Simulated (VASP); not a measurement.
# CaO (I-4m2) in VASP: notebook, part 2 of 2

VASP 6.6.1. The steps go on from the part before.

**3. Single point, r2SCAN (epitaxial xy strain +2.5%)**

Contents of POSCAR:

```
CaO
1.0
    0.0000000000      2.6719000325      2.4842894545
    2.6719000325      0.0000000000      2.4842894545
    2.6719000325      2.6719000325      0.0000000000
Ca O
1 1
Direct
    0.0000000000      0.0000000000      0.0000000000
    0.2500000000      0.2500000000      0.2500000000
```

Contents of INCAR.step1:

```
PREC     = Accurate       # precision mode
ENCUT    = 520            # plane-wave cutoff, eV
ISMEAR   = 0              # smearing method
SIGMA    = 0.01           # smearing width, eV
LREAL    = F              # projectors in reciprocal space
LASPH    = T              # aspherical terms in the spheres
NELM     = 80             # most SCF steps
NBANDS   = 15             # bands
GGA      = PE             # functional
ALGO     = Normal         # electronic algorithm
EDIFF    = 1E-4           # SCF threshold, eV
LWAVE    = T              # write WAVECAR
LCHARG   = F              # write CHGCAR
```

Contents of INCAR.step2:

```
PREC     = Accurate       # precision mode
ENCUT    = 520            # plane-wave cutoff, eV
EDIFF    = 1E-6           # SCF threshold, eV
ISMEAR   = 0              # smearing method
SIGMA    = 0.01           # smearing width, eV
LREAL    = F              # projectors in reciprocal space
LASPH    = T              # aspherical terms in the spheres
NELM     = 80             # most SCF steps
ALGO     = Normal         # electronic algorithm
ISIF     = 2              # what is computed and relaxed
LWAVE    = F              # write WAVECAR
LCHARG   = T              # write CHGCAR
METAGGA  = R2SCAN         # meta-GGA
LMIXTAU  = T            
LELF     = T              # ELF
LVHAR    = T            
NBANDS   = 15             # bands
ISTART   = 1
```

Contents of KPOINTS:

```
Automatic mesh
0
Gamma
  8 8 8
```

Potentials or basis: VASP PAW PBE potentials, release 64 (Ca_sv, O).

On the command line:

```bash
> cat potpaw_PBE.64/Ca_sv/POTCAR potpaw_PBE.64/O/POTCAR > POTCAR
> cp INCAR.step1 INCAR
> mpirun -np 1 vasp_std > vasp.out
> cp INCAR.step2 INCAR
> mpirun -np 1 vasp_std > vasp.out
```

OUTCAR:

```text
PREC = Accurate
   ENCUT = 520
   EDIFF = 1E-6
   ISMEAR = 0
   LREAL = F
   LASPH = T
   NELM = 80
   ISIF = 2
   METAGGA = R2SCAN
   ISTART = 1

 ion  position               nearest neighbor table
   1  0.000  0.000  0.000-   2 2.26   2 2.26   2 2.26   2 2.26
   2  0.250  0.250  0.250-   1 2.26   1 2.26   1 2.26   1 2.26

  LATTYP: Found a body centered tetragonal cell.
 ALAT       =     3.7786372633
 C/A-ratio  =     1.3149129072

  Lattice vectors:

[... 616 lines left out ...]

 [... further k-points ...]

------------------------ aborting loop because EDIFF is reached ----------------------------------------

  FORCE on cell =-STRESS in cart. coord.  units (eV):
  Direction    XX          YY          ZZ          XY          YZ          ZX
  --------------------------------------------------------------------------------------
  -------------------------------------------------------------------------------------
  Total        0.0833744      0.0833744      0.1786942      0.0000000      0.0000000      0.0000000
  in kB        3.7659158      3.7659158      8.0713923      0.0000000      0.0000000      0.0000000
  external PRESSURE =       5.2010746 kB  Pullay stress =       0.0000000 kB

 VOLUME and BASIS-vectors are now :
 -----------------------------------------------------------------------------
  energy-cutoff  :      520.00
  volume of cell :       35.47
      direct lattice vectors                 reciprocal lattice vectors
     0.000000000  2.671900032  2.484289454    -0.187132750  0.187132750  0.201264792
     2.671900032  0.000000000  2.484289454     0.187132750 -0.187132750  0.201264792
     2.671900032  2.671900032  0.000000000     0.187132750  0.187132750 -0.201264792

 POSITION                                       TOTAL-FORCE (eV/Angst)
 -----------------------------------------------------------------------------------
      0.00000      0.00000      0.00000         0.000000     -0.000000      0.000000
      1.33595      1.33595      1.24214        -0.000000      0.000000      0.000000
 -----------------------------------------------------------------------------------
    total drift:                               -0.000000     -0.000000      0.000000

  FREE ENERGIE OF THE ION-ELECTRON SYSTEM (eV)
  ---------------------------------------------------
  free  energy   TOTEN  =       -18.9372502734 eV

  energy  without entropy=      -18.9372502734  energy(sigma->0) =      -18.93725027
```

OSZICAR.step1:

```text
N       E                     dE             d eps       ncg     rms          rms(c)
DAV:   1     0.129011071874E+03    0.12901E+03   -0.81276E+03  1770   0.104E+03
DAV:   2    -0.888896174804E+01   -0.13790E+03   -0.12686E+03  2190   0.279E+02
DAV:   3    -0.148516636592E+02   -0.59627E+01   -0.59219E+01  2072   0.613E+01
DAV:   4    -0.150563152835E+02   -0.20465E+00   -0.20451E+00  2641   0.957E+00
DAV:   5    -0.150573588047E+02   -0.10435E-02   -0.10435E-02  2114   0.841E-01    0.971E+00
DAV:   6    -0.125497319467E+02    0.25076E+01   -0.84969E+00  1945   0.252E+01    0.420E+00
DAV:   7    -0.124455245104E+02    0.10421E+00   -0.84187E-01  1975   0.843E+00    0.201E+00
DAV:   8    -0.124348144061E+02    0.10710E-01   -0.13860E-01  2247   0.379E+00    0.476E-01
DAV:   9    -0.124335830121E+02    0.12314E-02   -0.97656E-03  2190   0.881E-01    0.168E-01
DAV:  10    -0.124354222446E+02   -0.18392E-02   -0.15488E-03  1904   0.315E-01    0.562E-02
DAV:  11    -0.124355403776E+02   -0.11813E-03   -0.71363E-04  2099   0.182E-01    0.342E-02
DAV:  12    -0.124355277729E+02    0.12605E-04   -0.69018E-05  1737   0.101E-01
   1 F= -.12435528E+02 E0= -.12435528E+02  d E =-.158536-155
```

It took 2 min on 1 thread of Oxide Virtual Turin-like, shared host; peak memory 0.15 GiB.

What came out:

```
Free energy            : -18.9373 eV
Pressure               : 0.5 GPa
Band gap on the k mesh : 3.68 eV (least direct gap 4.30 eV)
```

Levels at points of the mesh, in eV from the valence-band top:
```tsv
k point	band 5	band 6	band 7	band 8	band 9	band 10	band 11	band 12
(0.00, 0.00, 0.00)	-15.80	-0.67	-0.67	-0.62	3.68	8.30	8.83	9.99
(0.50, 0.00, 0.00)	-15.08	-1.04	-0.47	-0.33	6.55	8.38	8.55	8.70
(0.50, 0.50, 0.00)	-14.94	-1.43	-0.12	-0.12	5.47	7.23	9.68	9.96
(0.50, 0.00, 0.50)	-14.83	-1.48	-0.04	0.00	5.22	7.05	9.70	9.92
```

Caveat: the cell differs from its parent crystal (epitaxial xy strain +2.5%); the structure was generated, so it needn't be the stable form of CaO; the PAW data sets were made with another functional, which shifts forces and pressure a little. A k mesh can miss the band edges.
